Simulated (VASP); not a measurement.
# ZnGeO2 (P4/mmm) in VASP: a series of runs

Runs on ZnGeO2. Level: PBE. Tasks: single point, relaxation of cell and atoms.

Program: VASP 6.6.1. These are calculated values, not measurements. Logs are shortened: lines on timing, memory, paths and dates and some standing lists are left out, and cuts for length are marked.

### 1 The cell of the first run

It takes space group P4/mmm (No. 123, tetragonal). Conventional cell: a = 3.010 Å, b = 3.010 Å, c = 6.106 Å, α = 90.00°, β = 90.00°, γ = 90.00°. Within 2.8 Å of Zn (site symmetry 4/mmm) lie 4 O at 2.13 Å. Within 2.8 Å of Ge (site symmetry 4/mmm) lie 4 O at 2.13 Å. O (site symmetry 4/mmm) has 4 Zn at 2.13 Å within 2.8 Å. O (site symmetry 4/mmm) has 4 Ge at 2.13 Å within 2.8 Å.

### 2 Single point, PBE

Input file INCAR:

```
SYSTEM = ZnGeO2
PREC = Accurate
ENCUT = 520
EDIFF = 1E-6
ISMEAR = 0
SIGMA = 0.1
LREAL = .FALSE.
LASPH = .TRUE.
NELM = 80
ALGO = Normal
ISIF = 2
LWAVE = .FALSE.
LCHARG = .FALSE.
GGA = PE
NBANDS = 27
```

Input file KPOINTS:

```
regular mesh
0
G
  6 6 4
  0 0 0
```

Input file POSCAR:

```
ZnGeO2
1.0
    3.0097911600      0.0000000000      0.0000000000
    0.0000000000      3.0097911600      0.0000000000
    0.0000000000      0.0000000000      6.1060176700
Zn Ge O
1 1 2
Direct
    0.5000000000      0.5000000000      0.0000000000
    0.5000000000      0.5000000000      0.5000000000
    0.0000000000      0.0000000000      0.0000000000
    0.0000000000      0.0000000000      0.5000000000
```

Potentials or basis: VASP PAW PBE potentials, release 64 (Zn, Ge_d, O).

Run with:

```bash
$ cat potpaw_PBE.64/Zn/POTCAR potpaw_PBE.64/Ge_d/POTCAR potpaw_PBE.64/O/POTCAR > POTCAR
$ mpirun -np 1 vasp_std > vasp.out
```

OUTCAR:

```text
SYSTEM = ZnGeO2
   PREC = Accurate
   ENCUT = 520
   EDIFF = 1E-6
   ISMEAR = 0
   LREAL = .FALSE.
   LASPH = .TRUE.
   NELM = 80
   ISIF = 2
   GGA = PE

 ion  position               nearest neighbor table
   1  0.500  0.500  0.000-   3 2.13   3 2.13   3 2.13   3 2.13
   2  0.500  0.500  0.500-   4 2.13   4 2.13   4 2.13   4 2.13
   3  0.000  0.000  0.000-   1 2.13   1 2.13   1 2.13   1 2.13
   4  0.000  0.000  0.500-   2 2.13   2 2.13   2 2.13   2 2.13

  LATTYP: Found a simple tetragonal cell.
 ALAT       =     3.0097911600
 C/A-ratio  =     2.0287180556

  Lattice vectors:

 A1 = (   3.0097911600,   0.0000000000,   0.0000000000)
 A2 = (   0.0000000000,   3.0097911600,   0.0000000000)
 A3 = (   0.0000000000,   0.0000000000,   6.1060176700)

Analysis of symmetry for initial positions (statically):
=====================================================================
 Subroutine PRICEL returns:
 Original cell was already a primitive cell.

 Routine SETGRP: Setting up the symmetry group for a
 simple tetragonal supercell.

 Subroutine GETGRP returns: Found 16 space group operations
 (whereof 16 operations were pure point group operations)
 out of a pool of 16 trial point group operations.

The static configuration has the point symmetry D_4h.

Analysis of symmetry for dynamics (positions and initial velocities):
=====================================================================
 Subroutine PRICEL returns:
 Original cell was already a primitive cell.

 Routine SETGRP: Setting up the symmetry group for a
 simple tetragonal supercell.

 Subroutine GETGRP returns: Found 16 space group operations
 (whereof 16 operations were pure point group operations)
 out of a pool of 16 trial point group operations.

The dynamic configuration has the point symmetry D_4h.

 Subroutine INISYM returns: Found 16 space group operations
 (whereof 16 operations are pure point group operations),
 and found     1 'primitive' translations

----------------------------------------------------------------------------------------

                                     Primitive cell

  volume of cell :      55.3135

  direct lattice vectors                    reciprocal lattice vectors
     3.009791160  0.000000000  0.000000000     0.332248966  0.000000000  0.000000000
     0.000000000  3.009791160  0.000000000     0.000000000  0.332248966  0.000000000
     0.000000000  0.000000000  6.106017670     0.000000000  0.000000000  0.163772864

  length of vectors
     3.009791160  3.009791160  6.106017670     0.332248966  0.332248966  0.163772864

  position of ions in fractional coordinates (direct lattice)
     0.500000000  0.500000000  0.000000000
     0.500000000  0.500000000  0.500000000
     0.000000000  0.000000000  0.000000000
     0.000000000  0.000000000  0.500000000

  ion indices of the primitive-cell ions
   primitive index   ion index
                 1           1
                 2           2
                 3           3
                 4           4

----------------------------------------------------------------------------------------

 KPOINTS: regular mesh

Automatic generation of k-mesh.
 Grid dimensions read from file:
 generate k-points for:    6    6    4

 Generating k-lattice:

  Cartesian coordinates                     Fractional coordinates (reciprocal lattice)
     0.055374828  0.000000000  0.000000000     0.166666667  0.000000000  0.000000000
     0.000000000  0.055374828  0.000000000     0.000000000  0.166666667  0.000000000
     0.000000000  0.000000000  0.040943216     0.000000000  0.000000000  0.250000000

  Length of vectors
     0.055374828  0.055374828  0.040943216

  Shift w.r.t. Gamma in fractional coordinates (k-lattice)
     0.000000000  0.000000000  0.000000000

 Subroutine IBZKPT returns following result:
 ===========================================

 Found     30 irreducible k-points:

 Following reciprocal coordinates:
            Coordinates               Weight
  0.000000  0.000000  0.000000      1.000000
  0.166667  0.000000  0.000000      4.000000
  0.333333  0.000000  0.000000      4.000000
  0.500000  0.000000  0.000000      2.000000
  0.166667  0.166667  0.000000      4.000000
  0.333333  0.166667  0.000000      8.000000
[... 16 lines left out ...]
  0.333333  0.000000  0.500000      4.000000
  0.500000  0.000000  0.500000      2.000000
 [... further k-points ...]
   k-points           NKPTS =     30   k-points in BZ     NKDIM =     30   number of bands    NBANDS=     27
   number of dos      NEDOS =    301   number of ions     NIONS =      4
   total plane-waves  NPLWV =  27648
   dimension x,y,z NGX =    24 NGY =   24 NGZ =   48
   dimension x,y,z NGXF=    48 NGYF=   48 NGZF=   96
   ions per type =               1   1   2
   NGX,Y,Z   is equivalent  to a cutoff of  13.26, 13.26, 13.07 a.u.
   NGXF,Y,Z  is equivalent  to a cutoff of  26.51, 26.51, 26.14 a.u.
 SYSTEM =  ZnGeO2
   PREC   = accura    normal or accurate (medium, high low for compatibility)
   ISTART =      0    job   : 0-new  1-cont  2-samecut
   ICHARG =      2    charge: 1-file 2-atom 10-const
   ISPIN  =      1    spin polarized calculation?
   LNONCOLLINEAR =      F non collinear calculations
   LSORBIT =      F    spin-orbit coupling
   LASPH  =      T    aspherical Exc in radial PAW
   ENCUT  =  520.0 eV  38.22 Ry    6.18 a.u.   5.60  5.60 11.35*2*pi/ulx,y,z
   NELM   =     80;   NELMIN=  2; NELMDL= -5     # of ELM steps
   EDIFF  = 0.1E-05   stopping-criterion for ELM
   LREAL  =      F    real-space projection
   EDIFFG = 0.1E-04   stopping-criterion for IOM
   NSW    =      0    number of steps for IOM
   IBRION =     -1    ionic relax: 0-MD 1-quasi-New 2-CG
   NFREE  =      0    steps in history (QN), initial steepest desc. (CG)
   ISIF   =      2    stress and relaxation
   ISYM   =      2    0-nonsym 1-usesym 2-fastsym
   POTIM  = 0.5000    time-step for ionic-motion
   TEBEG  =    0.0;   TEEND  =   0.0 temperature during run
   PSTRESS=    0.0 pullay stress
   NELECT =      38.0000    total number of electrons
   NUPDOWN=      -1.0000    fix difference up-down
   EMIN   =  10.00;   EMAX   =-10.00  energy-range for DOS
   EFERMI =   0.00;   METHOD = LEGACY
   ISMEAR =     0;   SIGMA  =   0.10  broadening in eV -4-tet -1-fermi 0-gaus
   EFERMI_NEDOS =   21; number of points for ismear=-14 and -15
   IALGO  =     38    algorithm
   IMIX   =      4    mixing-type and parameters
     AMIX     =   0.40;   BMIX     =  1.00
     AMIX_MAG =   1.60;   BMIX_MAG =  1.00
  volume/ion in A,a.u.               =      13.83        93.32
  Fermi-wavevector in a.u.,A,eV,Ry     =   1.444527  2.729761 28.390723  2.086659
  Thomas-Fermi vector in A             =   2.562812
   LORBIT       =      0    0 simple, 1 ext, 2 COOP (PROOUT), +10 PAW based schemes
   GGA     = PE    functional components
   LHFCALC =     F    Hartree Fock is set to
   AEXX    =    0.0000 exact exchange contribution
   IVDW    =     0    specifies the selected vdW correction
   LEPSILON=     F    determine dielectric tensor
   LRPA    =     F    only Hartree local field effects (RPA)
 non-spin polarized calculation
 Gauss-broadening in eV      SIGMA  =   0.10
  energy-cutoff  :      520.00
  volume of cell :       55.31
 maximum number of plane-waves:      1506
 NGX is ok and might be reduce to    24
   NGX = 11   NGY = 11   NGZ = 23

 number of electron      38.0000022 magnetization

 Free energy of the ion-electron system (eV)
  ---------------------------------------------------
  ext. energy  EPLUGINS =         0.00000000
  ---------------------------------------------------
  free energy    TOTEN  =       -18.09286887 eV

  energy without entropy =      -18.08742908  energy(sigma->0) =      -18.09014898

 E-fermi :   3.1680     XC(G=0): -10.5915

 val. band max:        3.1178023001   @ k =   0.5000   0.0000   0.2500
 cond. band min:       3.2583123333   @ k =   0.0000   0.0000   0.2500
 fundamental gap:      0.1405100332
 Fermi energy:         3.1679648327

 k-point     1 :       0.0000    0.0000    0.0000
  band No.  band energies     occupation
      1     -21.6189      2.00000
      2     -21.5475      2.00000
      3     -21.4941      2.00000
      4     -21.4941      2.00000
      5     -21.4505      2.00000
      6     -16.1481      2.00000
[... 19 lines left out ...]
     26      13.5265      0.00000
     27      16.5079      0.00000

 k-point     2 :       0.1667    0.0000    0.0000
  band No.  band energies     occupation
      1     -21.6005      2.00000
      2     -21.5308      2.00000
      3     -21.5019      2.00000
      4     -21.4935      2.00000
      5     -21.4635      2.00000
      6     -15.9789      2.00000
[... 19 lines left out ...]
     26      14.7070      0.00000
     27      14.8970      0.00000

 k-point     3 :       0.3333    0.0000    0.0000
  band No.  band energies     occupation
      1     -21.5738      2.00000
      2     -21.5174      2.00000
      3     -21.4921      2.00000
      4     -21.4894      2.00000
      5     -21.4883      2.00000
      6     -15.5916      2.00000
[... 19 lines left out ...]
     26      13.0585      0.00000
     27      15.0657      0.00000

 k-point     4 :       0.5000    0.0000    0.0000
  band No.  band energies     occupation
      1     -21.5638      2.00000
      2     -21.5251      2.00000
      3     -21.5022      2.00000
      4     -21.4914      2.00000
      5     -21.4640      2.00000
      6     -15.3658      2.00000
[... 19 lines left out ...]
     26      12.5459      0.00000
     27      16.2357      0.00000
[... 516 lines left out ...]
      4     -21.4935      2.00000
      5     -21.4635      2.00000
      6     -15.9622      2.00000
[... 19 lines left out ...]
     26      14.6981      0.00000
     27      16.8320      0.00000

 k-point    23 :       0.3333    0.0000    0.5000
  band No.  band energies     occupation
      1     -21.5737      2.00000
      2     -21.5174      2.00000
      3     -21.4921      2.00000
      4     -21.4894      2.00000
      5     -21.4882      2.00000
      6     -15.5793      2.00000
[... 19 lines left out ...]
     26      15.4059      0.00000
     27      15.7131      0.00000

 k-point    24 :       0.5000    0.0000    0.5000
  band No.  band energies     occupation
      1     -21.5637      2.00000
      2     -21.5251      2.00000
      3     -21.5023      2.00000
      4     -21.4914      2.00000
      5     -21.4640      2.00000
      6     -15.3561      2.00000
[... 19 lines left out ...]
     26      14.5964      0.00000
     27      14.9148      0.00000

 [... further k-points ...]
[... 5 lines left out ...]
  --------------------------------------------------------------------------------------
  -------------------------------------------------------------------------------------
  Total       -1.5966279     -1.5966279      1.7315087      0.0000000      0.0000000      0.0000000
  in kB      -46.2469933    -46.2469933     50.1538730      0.0000000      0.0000000      0.0000000
  external PRESSURE =     -14.1133712 kB  Pullay stress =       0.0000000 kB

 VOLUME and BASIS-vectors are now :
 -----------------------------------------------------------------------------
  energy-cutoff  :      520.00
  volume of cell :       55.31
      direct lattice vectors                 reciprocal lattice vectors
     3.009791160  0.000000000  0.000000000     0.332248966  0.000000000  0.000000000
     0.000000000  3.009791160  0.000000000     0.000000000  0.332248966  0.000000000
     0.000000000  0.000000000  6.106017670     0.000000000  0.000000000  0.163772864

 POSITION                                       TOTAL-FORCE (eV/Angst)
 -----------------------------------------------------------------------------------
      1.50490      1.50490      0.00000         0.000000      0.000000      0.000000
      1.50490      1.50490      3.05301         0.000000      0.000000      0.000000
      0.00000      0.00000      0.00000         0.000000      0.000000      0.000000
      0.00000      0.00000      3.05301         0.000000      0.000000      0.000000
 -----------------------------------------------------------------------------------
    total drift:                                0.000000     -0.000000     -0.000000

  FREE ENERGIE OF THE ION-ELECTRON SYSTEM (eV)
  ---------------------------------------------------
  free  energy   TOTEN  =       -18.0928688736 eV

  energy  without entropy=      -18.0874290827  energy(sigma->0) =      -18.09014898
```

Run time: 17 s. Hardware: 1 thread of Intel Xeon Platinum 8559C (Emerald Rapids), shared host; peak memory 0.19 GiB.

Results:

```yaml
Free_energy: -18.0929 eV
Pressure: -1.4 GPa
Band_gap_on_the_k_mesh: zero (band 19 reaches 3.98 eV, above the bottom of band 20 at 2.99 eV)
```

### 3 Single point, PBE

This run uses another cell than the first one, of 16.93 Å³/atom, 1.224 times its volume.

Input file INCAR:

```
SYSTEM = ZnGeO2
  ALGO = Normal
  EDIFF = 1E-6
  ENCUT = 520
  GGA = PE
  ISIF = 2
  ISMEAR = 0
  LASPH = .TRUE.
  LCHARG = .TRUE.
  LELF = .TRUE.
  LREAL = .FALSE.
  LVHAR = .TRUE.
  LWAVE = .FALSE.
  NBANDS = 27
  NELM = 60
  PREC = Accurate
  SIGMA = 0.1
```

Input file KPOINTS:

```
k-points
0
G
  6 6 4
  0 0 0
```

Input file POSCAR:

```
ZnGeO2
1.0
    2.9911053832      0.0000000000      0.0000000000
    0.0000000000      2.9911053832      0.0000000000
    0.0000000000      0.0000000000      7.5683574049
Zn Ge O
1 1 2
Direct
    0.5000000000      0.5000000000      0.0000000000
    0.5000000000      0.5000000000      0.5000000000
    0.0000000000      0.0000000000      0.0000000000
    0.0000000000      0.0000000000      0.5000000000
```

Potentials or basis: VASP PAW PBE potentials, release 64 (Zn, Ge_d, O).

Run with:

```bash
$ cat potpaw_PBE.64/Zn/POTCAR potpaw_PBE.64/Ge_d/POTCAR potpaw_PBE.64/O/POTCAR > POTCAR
$ mpirun -np 1 vasp_std > vasp.out
```

OUTCAR:

```text
SYSTEM = ZnGeO2
   EDIFF = 1E-6
   ENCUT = 520
   GGA = PE
   ISIF = 2
   ISMEAR = 0
   LASPH = .TRUE.
   LREAL = .FALSE.
   NELM = 60
   PREC = Accurate

 ion  position               nearest neighbor table
   1  0.500  0.500  0.000-   3 2.12   3 2.12   3 2.12   3 2.12
   2  0.500  0.500  0.500-   4 2.12   4 2.12   4 2.12   4 2.12
   3  0.000  0.000  0.000-   1 2.12   1 2.12   1 2.12   1 2.12
   4  0.000  0.000  0.500-   2 2.12   2 2.12   2 2.12   2 2.12

  LATTYP: Found a simple tetragonal cell.
 ALAT       =     2.9911053832
 C/A-ratio  =     2.5302877817

  Lattice vectors:

 A1 = (   2.9911053832,   0.0000000000,   0.0000000000)
 A2 = (   0.0000000000,   2.9911053832,   0.0000000000)
 A3 = (   0.0000000000,   0.0000000000,   7.5683574049)

Analysis of symmetry for initial positions (statically):
=====================================================================
 Subroutine PRICEL returns:
 Original cell was already a primitive cell.

 Routine SETGRP: Setting up the symmetry group for a
[... 165 lines left out ...]
 Free energy of the ion-electron system (eV)
  ---------------------------------------------------
  ext. energy  EPLUGINS =         0.00000000
  ---------------------------------------------------
  free energy    TOTEN  =       -18.26203910 eV

  energy without entropy =      -18.26039504  energy(sigma->0) =      -18.26121707

 E-fermi :   2.2070     XC(G=0):  -9.2876

 val. band max:        2.2061866905   @ k =   0.5000   0.0000   0.2500
 cond. band min:       2.4162526375   @ k =   0.5000   0.0000   0.5000
 fundamental gap:      0.2100659469
 Fermi energy:         2.2070425552

 k-point     1 :       0.0000    0.0000    0.0000
  band No.  band energies     occupation
      1     -22.9650      2.00000
      2     -22.8637      2.00000
      3     -22.8251      2.00000
      4     -22.8251      2.00000
      5     -22.7609      2.00000
      6     -17.6935      2.00000
[... 709 lines left out ...]
     26      11.0200      0.00000
     27      11.6363      0.00000

 [... further k-points ...]
[... 5 lines left out ...]
  --------------------------------------------------------------------------------------
  -------------------------------------------------------------------------------------
  Total        0.1697466      0.1697466      0.0905279      0.0000000     -0.0000000      0.0000000
  in kB        4.0164890      4.0164890      2.1420423      0.0000000     -0.0000000      0.0000000
  external PRESSURE =       3.3916735 kB  Pullay stress =       0.0000000 kB

 VOLUME and BASIS-vectors are now :
 -----------------------------------------------------------------------------
  energy-cutoff  :      520.00
  volume of cell :       67.71
      direct lattice vectors                 reciprocal lattice vectors
     2.991105383  0.000000000  0.000000000     0.334324563  0.000000000  0.000000000
     0.000000000  2.991105383  0.000000000     0.000000000  0.334324563  0.000000000
     0.000000000  0.000000000  7.568357405     0.000000000  0.000000000  0.132129067

 POSITION                                       TOTAL-FORCE (eV/Angst)
 -----------------------------------------------------------------------------------
      1.49555      1.49555      0.00000         0.000000      0.000000      0.000000
      1.49555      1.49555      3.78418         0.000000      0.000000      0.000000
      0.00000      0.00000      0.00000         0.000000      0.000000      0.000000
      0.00000      0.00000      3.78418         0.000000      0.000000      0.000000
 -----------------------------------------------------------------------------------
    total drift:                                0.000000     -0.000000     -0.000000

  FREE ENERGIE OF THE ION-ELECTRON SYSTEM (eV)
  ---------------------------------------------------
  free  energy   TOTEN  =       -18.2620390968 eV

  energy  without entropy=      -18.2603950363  energy(sigma->0) =      -18.26121707
```

stdout:

```text
POSCAR found type information on POSCAR ZnGeO
 POSCAR found :  3 types and       4 ions
 scaLAPACK will be used
 LDA part: xc-table for (Slater+PW92), standard interpolation
 POSCAR, INCAR and KPOINTS ok, starting setup
 FFT: planning ... GRIDC
 FFT: planning ... GRID_SOFT
 FFT: planning ... GRID
 WAVECAR not read
 entering main loop
```

Wall time 26 s (1 thread of Intel Xeon Platinum 8559C (Emerald Rapids), shared host); peak memory 0.21 GiB.

What came out:

```yaml
Free_energy: -18.2620 eV
Pressure: 0.3 GPa
Band_gap_on_the_k_mesh: zero (band 19 reaches 2.42 eV, above the bottom of band 20 at 1.89 eV)
```

Stress tensor (GPa, compression positive):
```
0.40 0.00 0.00
0.00 0.40 0.00
0.00 0.00 0.21
```

[end of part 1 of 2]
